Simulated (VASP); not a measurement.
# FeS2 (Pa-3) in VASP: single point with PBE

Aim: the single point of FeS2 with PBE.

All numbers are computed with VASP 6.6.1; they aren't measurements. Logs are shortened: lines on timing, memory, paths and dates and some standing lists are left out, and cuts for length are marked.

## Step 1: The cell of the first run

It takes space group Pa-3 (No. 205, cubic). Conventional cell: a = 5.418 Å, b = 5.418 Å, c = 5.418 Å, α = 90.00°, β = 90.00°, γ = 90.00°. Fe (site symmetry -3) has 6 S at 2.26 Å within 3.0 Å. S (site symmetry 3) has 1 S at 2.20 Å and 3 Fe at 2.26 Å within 2.9 Å.

## Step 2: Single point, PBE, collinear spin, ferromagnetic start

Input file INCAR:

```
SYSTEM = FeS2
ALGO = Normal
EDIFF = 1E-6
ENCUT = 600
GGA = PE
GGA_COMPAT = .FALSE.
ISIF = 2
ISMEAR = -1
ISPIN = 2
KPAR = 4
LASPH = .TRUE.
LCHARG = .FALSE.
LMAXMIX = 4
LORBIT = 11
LREAL = .FALSE.
LWAVE = .FALSE.
MAGMOM = 3 3 3 3 0 0 0 0 0 0 0 0
NBANDS = 56
NELM = 200
PREC = Accurate
SIGMA = 0.05
```

Input file KPOINTS:

```
k-points
0
G
  8 8 8
  0 0 0
```

Input file POSCAR:

```
FeS2
1.0
    5.4178000000      0.0000000000      0.0000000000
    0.0000000000      5.4178000000      0.0000000000
    0.0000000000      0.0000000000      5.4178000000
Fe S
4 8
Direct
    0.0000000000      0.0000000000      0.0000000000
    0.5000000000      0.0000000000      0.5000000000
    0.5000000000      0.5000000000      0.0000000000
    0.0000000000      0.5000000000      0.5000000000
    0.3828072759      0.3828072759      0.3828072759
    0.1171927241      0.6171927241      0.8828072759
    0.8828072759      0.1171927241      0.6171927241
    0.6171927241      0.8828072759      0.1171927241
    0.6171927241      0.6171927241      0.6171927241
    0.8828072759      0.3828072759      0.1171927241
    0.1171927241      0.8828072759      0.3828072759
    0.3828072759      0.1171927241      0.8828072759
```

Potentials or basis: VASP PAW PBE potentials, release 64 (Fe, S).

The run is started by

```console
cat potpaw_PBE.64/Fe/POTCAR potpaw_PBE.64/S/POTCAR > POTCAR
mpirun -np 4 vasp_std > vasp.out
```

OUTCAR:

```text
SYSTEM = FeS2
   EDIFF = 1E-6
   ENCUT = 600
   GGA = PE
   ISIF = 2
   ISMEAR = -1
   ISPIN = 2
   LASPH = .TRUE.
   LORBIT = 11
   LREAL = .FALSE.
   NELM = 200
   PREC = Accurate

 ion  position               nearest neighbor table
   1  0.000  0.000  0.000-   6 2.26   7 2.26   8 2.26  10 2.26  11 2.26  12 2.26
   2  0.500  0.000  0.500-   5 2.26   7 2.26   8 2.26   9 2.26  11 2.26  12 2.26
   3  0.500  0.500  0.000-   5 2.26   6 2.26   8 2.26   9 2.26  10 2.26  12 2.26
   4  0.000  0.500  0.500-   5 2.26   6 2.26   7 2.26   9 2.26  10 2.26  11 2.26
   5  0.383  0.383  0.383-   9 2.20   3 2.26   4 2.26   2 2.26
   6  0.117  0.617  0.883-  10 2.20   3 2.26   4 2.26   1 2.26
   7  0.883  0.117  0.617-  11 2.20   2 2.26   4 2.26   1 2.26
   8  0.617  0.883  0.117-  12 2.20   2 2.26   3 2.26   1 2.26
   9  0.617  0.617  0.617-   5 2.20   3 2.26   4 2.26   2 2.26
  10  0.883  0.383  0.117-   6 2.20   3 2.26   4 2.26   1 2.26
  11  0.117  0.883  0.383-   7 2.20   2 2.26   4 2.26   1 2.26
  12  0.383  0.117  0.883-   8 2.20   2 2.26   3 2.26   1 2.26

  LATTYP: Found a simple cubic cell.
 ALAT       =     5.4178000000

  Lattice vectors:

 A1 = (   5.4178000000,   0.0000000000,   0.0000000000)
 A2 = (   0.0000000000,   5.4178000000,   0.0000000000)
 A3 = (   0.0000000000,   0.0000000000,   5.4178000000)

Analysis of symmetry for initial positions (statically):
=====================================================================
 Subroutine PRICEL returns:
 Original cell was already a primitive cell.

 Routine SETGRP: Setting up the symmetry group for a
 simple cubic supercell.

 Subroutine GETGRP returns: Found 24 space group operations
 (whereof  6 operations were pure point group operations)
 out of a pool of 48 trial point group operations.

The static configuration has the point symmetry S_6 .
 The point group associated with its full space group is T_h .

Analysis of symmetry for dynamics (positions and initial velocities):
=====================================================================
 Subroutine PRICEL returns:
 Original cell was already a primitive cell.

 Routine SETGRP: Setting up the symmetry group for a
 simple cubic supercell.

 Subroutine GETGRP returns: Found 24 space group operations
 (whereof  6 operations were pure point group operations)
 out of a pool of 48 trial point group operations.

The dynamic configuration has the point symmetry S_6 .
 The point group associated with its full space group is T_h .

Analysis of structural, dynamic, and magnetic symmetry:
=====================================================================
 Subroutine PRICEL returns:
 Original cell was already a primitive cell.

 Routine SETGRP: Setting up the symmetry group for a
 simple cubic supercell.

 Subroutine GETGRP returns: Found 24 space group operations
 (whereof  6 operations were pure point group operations)
 out of a pool of 48 trial point group operations.

The overall configuration has the point symmetry S_6 .
 The point group associated with its full space group is T_h .

 Subroutine INISYM returns: Found 24 space group operations
 (whereof  6 operations are pure point group operations),
 and found     1 'primitive' translations

----------------------------------------------------------------------------------------

                                     Primitive cell

  volume of cell :     159.0263

  direct lattice vectors                    reciprocal lattice vectors
     5.417800000  0.000000000  0.000000000     0.184576765  0.000000000  0.000000000
     0.000000000  5.417800000  0.000000000     0.000000000  0.184576765  0.000000000
     0.000000000  0.000000000  5.417800000     0.000000000  0.000000000  0.184576765

  length of vectors
     5.417800000  5.417800000  5.417800000     0.184576765  0.184576765  0.184576765

  position of ions in fractional coordinates (direct lattice)
     0.000000000  0.000000000  0.000000000
     0.500000000  0.000000000  0.500000000
     0.500000000  0.500000000  0.000000000
     0.000000000  0.500000000  0.500000000
     0.382807276  0.382807276  0.382807276
     0.117192724  0.617192724  0.882807276
     0.882807276  0.117192724  0.617192724
     0.617192724  0.882807276  0.117192724
     0.617192724  0.617192724  0.617192724
     0.882807276  0.382807276  0.117192724
     0.117192724  0.882807276  0.382807276
     0.382807276  0.117192724  0.882807276

  ion indices of the primitive-cell ions
   primitive index   ion index
                 1           1
                 2           2
                 3           3
[... 86 lines left out ...]
   NFREE  =      0    steps in history (QN), initial steepest desc. (CG)
   ISIF   =      2    stress and relaxation
   ISYM   =      2    0-nonsym 1-usesym 2-fastsym
   POTIM  = 0.5000    time-step for ionic-motion
   TEBEG  =    0.0;   TEEND  =   0.0 temperature during run
   PSTRESS=    0.0 pullay stress
   NELECT =      80.0000    total number of electrons
   NUPDOWN=      -1.0000    fix difference up-down
   EMIN   =  10.00;   EMAX   =-10.00  energy-range for DOS
   EFERMI =   0.00;   METHOD = LEGACY
   ISMEAR =    -1;   SIGMA  =   0.05  broadening in eV -4-tet -1-fermi 0-gaus
   EFERMI_NEDOS =   21; number of points for ismear=-14 and -15
   IALGO  =     38    algorithm
   IMIX   =      4    mixing-type and parameters
     AMIX     =   0.40;   BMIX     =  1.00
     AMIX_MAG =   1.60;   BMIX_MAG =  1.00
  volume/ion in A,a.u.               =      13.25        89.43
  Fermi-wavevector in a.u.,A,eV,Ry     =   1.302013  2.460447 23.065097  1.695237
  Thomas-Fermi vector in A             =   2.433109
   LORBIT       =     11    0 simple, 1 ext, 2 COOP (PROOUT), +10 PAW based schemes
   GGA     = PE    functional components
   LHFCALC =     F    Hartree Fock is set to
   AEXX    =    0.0000 exact exchange contribution
   IVDW    =     0    specifies the selected vdW correction
   LEPSILON=     F    determine dielectric tensor
   LRPA    =     F    only Hartree local field effects (RPA)
 spin polarized calculation
  energy-cutoff  :      600.00
  volume of cell :      159.03
 maximum number of plane-waves:      5400
 NGX is ok and might be reduce to    48
   NGX = 21   NGY = 21   NGZ = 21

 number of electron      79.9999996 magnetization      -0.0176801

 number of electron      79.9999996 magnetization       0.0013926

 Free energy of the ion-electron system (eV)
  ---------------------------------------------------
  ext. energy  EPLUGINS =         0.00000000
  ---------------------------------------------------
  free energy    TOTEN  =       -72.11572204 eV

  energy without entropy =      -72.11515343  energy(sigma->0) =      -72.11543773

 E-fermi :   8.1646     XC(G=0): -11.8922

 val. band max:        7.8001985389   @ k =   0.2500   0.1250   0.1250
 cond. band min:       8.2354059025   @ k =   0.0000   0.0000   0.0000
 fundamental gap:      0.4352073636
 Fermi energy:         8.1646209650

 spin component 1

 k-point     1 :       0.0000    0.0000    0.0000
  band No.  band energies     occupation
      1      -8.9167      1.00000
      2      -6.7151      1.00000
      3      -6.7151      1.00000
      4      -6.7151      1.00000
      5      -4.5338      1.00000
      6      -4.5338      1.00000
[... 1309 lines left out ...]
     51      11.1366      0.00000
     52      11.3153      0.00000

 [... further k-points ...]

 spin component 2

 k-point     1 :       0.0000    0.0000    0.0000
  band No.  band energies     occupation
      1      -8.9167      1.00000
      2      -6.7151      1.00000
      3      -6.7151      1.00000
      4      -6.7151      1.00000
      5      -4.5338      1.00000
      6      -4.5338      1.00000
[... 1309 lines left out ...]
     51      11.1367      0.00000
     52      11.3154      0.00000

 [... further k-points ...]

 [bands above 52 left out]

------------------------ aborting loop because EDIFF is reached ----------------------------------------

  FORCE on cell =-STRESS in cart. coord.  units (eV):
  Direction    XX          YY          ZZ          XY          YZ          ZX
  --------------------------------------------------------------------------------------
  -------------------------------------------------------------------------------------
  Total       -1.0812474     -1.0812474     -1.0812474      0.0000000      0.0000000      0.0000000
  in kB      -10.8934825    -10.8934825    -10.8934825      0.0000000      0.0000000      0.0000000
  external PRESSURE =     -10.8934825 kB  Pullay stress =       0.0000000 kB

 VOLUME and BASIS-vectors are now :
 -----------------------------------------------------------------------------
  energy-cutoff  :      600.00
  volume of cell :      159.03
      direct lattice vectors                 reciprocal lattice vectors
     5.417800000  0.000000000  0.000000000     0.184576765  0.000000000  0.000000000
     0.000000000  5.417800000  0.000000000     0.000000000  0.184576765  0.000000000
     0.000000000  0.000000000  5.417800000     0.000000000  0.000000000  0.184576765

 POSITION                                       TOTAL-FORCE (eV/Angst)
 -----------------------------------------------------------------------------------
      0.00000      0.00000      0.00000         0.000000      0.000000     -0.000000
      2.70890      0.00000      2.70890         0.000000      0.000000     -0.000000
      2.70890      2.70890      0.00000         0.000000      0.000000     -0.000000
      0.00000      2.70890      2.70890         0.000000      0.000000     -0.000000
      2.07397      2.07397      2.07397         0.039107      0.039107      0.039107
      0.63493      3.34383      4.78287        -0.039107     -0.039107      0.039107
      4.78287      0.63493      3.34383         0.039107     -0.039107     -0.039107
      3.34383      4.78287      0.63493        -0.039107      0.039107     -0.039107
      3.34383      3.34383      3.34383        -0.039107     -0.039107     -0.039107
      4.78287      2.07397      0.63493         0.039107      0.039107     -0.039107
      0.63493      4.78287      2.07397        -0.039107      0.039107      0.039107
      2.07397      0.63493      4.78287         0.039107     -0.039107      0.039107
 -----------------------------------------------------------------------------------
    total drift:                               -0.000000     -0.000000     -0.000000

  FREE ENERGIE OF THE ION-ELECTRON SYSTEM (eV)
  ---------------------------------------------------
  free  energy   TOTEN  =       -72.1157220362 eV

  energy  without entropy=      -72.1151534310  energy(sigma->0) =      -72.11543773

 total charge

# of ion       s       p       d       tot
------------------------------------------
    1        0.424   0.629   6.490   7.543
    2        0.424   0.629   6.490   7.543
    3        0.424   0.629   6.490   7.543
    4        0.424   0.629   6.490   7.543
    5        1.349   2.291   0.000   3.639
    6        1.349   2.291   0.000   3.639
    7        1.349   2.291   0.000   3.639
    8        1.349   2.291   0.000   3.639
    9        1.349   2.291   0.000   3.639
   10        1.349   2.291   0.000   3.639
   11        1.349   2.291   0.000   3.639
   12        1.349   2.291   0.000   3.639
--------------------------------------------------
tot         12.488  20.842  25.958  59.288

 magnetization (x)

# of ion       s       p       d       tot
------------------------------------------
    1        0.000   0.000   0.000   0.000
    2        0.000   0.000   0.000   0.000
    3        0.000   0.000   0.000   0.000
    4        0.000   0.000   0.000   0.000
    5       -0.000  -0.000   0.000  -0.000
    6       -0.000  -0.000   0.000  -0.000
    7       -0.000  -0.000   0.000  -0.000
    8       -0.000  -0.000   0.000  -0.000
    9       -0.000  -0.000   0.000  -0.000
   10       -0.000  -0.000   0.000  -0.000
   11       -0.000  -0.000   0.000  -0.000
   12       -0.000  -0.000   0.000  -0.000
--------------------------------------------------
tot         -0.000  -0.000   0.000   0.000
```

Run time: 4.2 min. Hardware: 4 MPI ranks of Intel Xeon Platinum 8488C (Sapphire Rapids), shared host; peak memory 0.85 GiB.

What came out:

```yaml
Free_energy: -72.1157 eV
Pressure: -1.1 GPa
Largest_force: 0.068 eV/Å
Band_gap_on_the_k_mesh: 0.44 eV (least direct gap 0.48 eV)
Net_moment: 0.00 μB per cell
Valence_electrons_inside_the_program's_atomic_spheres: Fe 7.54; S 3.64
```

Forces in eV/Å, atoms in the order of the input:
```
Fe   0.000  0.000  0.000
Fe   0.000  0.000  0.000
Fe   0.000  0.000  0.000
Fe   0.000  0.000  0.000
S    0.039  0.039  0.039
S   -0.039 -0.039  0.039
S    0.039 -0.039 -0.039
S   -0.039  0.039 -0.039
S   -0.039 -0.039 -0.039
S    0.039  0.039 -0.039
S   -0.039  0.039  0.039
S    0.039 -0.039  0.039
```

Levels at points of the mesh, in eV from the valence-band top:
Spin up:
```tsv
k point	band 36	band 37	band 38	band 39	band 40	band 41	band 42	band 43	band 44	band 45
(0.00, 0.00, 0.00)	-0.33	-0.27	-0.27	-0.27	-0.04	0.44	1.50	1.50	1.50	3.00
(0.50, 0.00, 0.00)	-0.37	-0.13	-0.13	0.00	0.00	1.55	1.55	1.65	1.65	2.37
(0.50, 0.50, 0.00)	-0.39	-0.13	-0.13	-0.13	-0.13	1.81	1.81	1.81	1.81	1.93
(0.50, 0.50, 0.50)	-1.01	-0.35	-0.35	-0.35	-0.35	1.44	1.44	1.44	1.44	2.51
```
Spin down:
```tsv
k point	band 37	band 38	band 39	band 40	band 41	band 42	band 43	band 44
(0.00, 0.00, 0.00)	-0.27	-0.27	-0.27	-0.04	0.44	1.51	1.51	1.51
(0.50, 0.00, 0.00)	-0.13	-0.13	0.00	0.00	1.55	1.55	1.65	1.65
(0.50, 0.50, 0.00)	-0.13	-0.13	-0.13	-0.13	1.81	1.81	1.81	1.81
(0.50, 0.50, 0.50)	-0.35	-0.35	-0.35	-0.35	1.44	1.44	1.44	1.44
```

Caveat: the moments typed at the start vanished in this run.
